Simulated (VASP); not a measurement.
Crystal: Mg3Sn3N.

```xyz
14
Lattice="7.9000 0.0000 0.0000 -3.9500 6.8416 0.0000 0.0000 0.0000 5.1300" Properties=species:S:1:pos:R:3 pbc="T T T"
Mg   -0.9322    1.6146    1.2825
Mg    6.0356    0.0000    3.8475
Mg    3.0178    5.2270    1.2825
Mg    0.9322    1.6146    3.8475
Mg    1.8644    0.0000    1.2825
Mg   -3.0178    5.2270    3.8475
Sn    3.1600    0.0000    3.8475
Sn    1.5800    2.7366    1.2825
Sn    2.3700    4.1050    3.8475
Sn   -2.3700    4.1050    1.2825
Sn    4.7400    0.0000    1.2825
Sn   -1.5800    2.7366    3.8475
N     0.0000    0.0000    2.5650
N     0.0000    0.0000    0.0000
```

```yaml
Program: VASP 6.6.1
Task: relaxation of cell and atoms
Functional: PBE
Potentials_or_basis: VASP PAW PBE potentials, release 64 (Mg, Sn_d, N)
Cutoff: 600 eV
k_mesh: 3 × 3 × 3
Occupations: gaussian, width 0.2 eV
Spin: no spin polarisation
```

At the start: pressure 8.9 GPa; volume 19.80 Å³/atom.

**Question.** How do energy, volume and symmetry change on relaxing?

**Answer.** Over 9 steps the energy falls by 293.8 meV/atom and the volume is 23.44 Å³/atom (+18.3 %); space group P6_3/mcm (No. 193, to 0.1 Å) before and after.

The path:
```tsv
step	energy change (eV)	largest force (eV/Å)	pressure (GPa)	volume (Å³)
1	0.0000	1.9496	8.87	277.27
2	-2.4872	1.5516	-1.71	323.63
3	-2.6016	1.4494	-3.34	336.23
4	-3.6550	0.7731	-1.68	326.29
5	-4.0033	0.1613	1.31	316.40
6	-4.0091	0.2059	0.85	317.66
7	-4.0092	0.1924	0.97	317.30
8	-4.0949	0.1008	0.18	323.12
9	-4.1134	0.0235	-0.44	328.14
```

Final structure:
```
Mg Sn N
1.0
     8.23248    0.00000    0.00000
    -4.11624    7.12954    0.00000
     0.00000    0.00000    5.59064
Mg Sn N
6 6 2
Cartesian
  -0.7965 1.3796 1.3977
  6.6395 0.0000 4.1930
  3.3198 5.7500 1.3977
  0.7965 1.3796 4.1930
  1.5930 0.0000 1.3977
  4.9127 5.7500 4.1930
  3.5588 0.0000 4.1930
  1.7794 3.0820 1.3977
  2.3368 4.0475 4.1930
  -2.3368 4.0475 1.3977
  4.6737 0.0000 1.3977
  6.4531 3.0820 4.1930
  0.0000 0.0000 2.7953
  0.0000 0.0000 0.0000
```

Caveat: the k points lie up to 0.37 Å⁻¹ apart in the final cell, too coarse for converged energies and pressures of a metal; the volume moved by over 15 % at a fixed basis, so the end points are rough.
